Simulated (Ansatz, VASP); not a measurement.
# One calculation of P, two programs

```
CELL_PARAMETERS angstrom
2.42469 0.00000 0.00000
0.00000 2.43854 0.00000
-0.02031 0.00000 4.85243
ATOMIC_POSITIONS crystal
P 0.00000 0.00000 0.74943
P 0.00000 0.00000 0.25057
```

Alike in both runs: task single point; functional PBE-based screened hybrid; k mesh 6 × 6 × 3; occupations fermi-dirac, width 0.05 eV; no spin polarisation.

|  | VASP | Ansatz |
| --- | --- | --- |
| version | VASP 6.6.1 | Ansatz 0.2.0 |
| potentials or method | VASP PAW PBE potentials, release 64 (P) | Ansatz PAW |
| plane-wave cutoff (eV) | 520 | 420 |
| valence electrons in the cell | 10 | 10 |

VASP gave:

```
gap on the k mesh at the Fermi level (eV)                     : none
pressure (GPa)                                                : 1.0
traceless stress, the component that is largest in VASP (GPa) : 0.47
rms of the force components (eV/Å)                            : 0.012
```

Question: What did Ansatz give for the same quantities?

Answer: gap on the k mesh at the Fermi level (eV): none; pressure (GPa): 1.5; traceless stress, the component that is largest in VASP (GPa): 0.44; rms of the force components (eV/Å): 0.013.

VASP's potentials were made for PBE, not for PBE-based screened hybrid. Atom by atom the forces differ by 0.001 eV/Å (rms over components). A gap of «none» marks a metal or a gap that the smearing closes.

The k mesh is coarse, so the values compare programs but aren't converged.
